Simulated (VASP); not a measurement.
Input of a VASP 6.6.1 run:

The input INCAR:

```
PREC = Accurate
ENCUT = 520
EDIFF = 1E-7
ISMEAR = -1
SIGMA = 0.05
LREAL = False
LASPH = True
NELM = 80
ALGO = Normal
ISIF = 2
LWAVE = False
LCHARG = True
GGA = PS
IVDW = 13
LELF = True
LVHAR = True
NBANDS = 10
```

Contents of KPOINTS:

```
regular mesh
0
Gamma
  6 6 6
```

POSCAR

```
K
1.0
    4.1944460531      0.0000000000      0.0000000000
    0.0000000000      4.1944460531      0.0000000000
    0.0000000000      0.0000000000      4.1944460531
K
1
Direct
    0.0000000000      0.0000000000      0.0000000000
```

Potentials or basis: VASP PAW PBE potentials, release 64 (K_sv).

Launch:

```sh
$ cat potpaw_PBE.64/K_sv/POTCAR > POTCAR
$ mpirun -np 1 vasp_std > vasp.out
```

(1) What does it give for the dispersion energy per atom?

(2) Predict the pressure.

(3) What does it give for the band gap on the k mesh?

Answers

(1) -0.039 eV.

(2) 0.0 GPa.

(3) zero (an odd number of electrons rules out a gap without spin polarisation).

Caveat: the PAW data sets were made with another functional, which shifts forces and pressure a little.
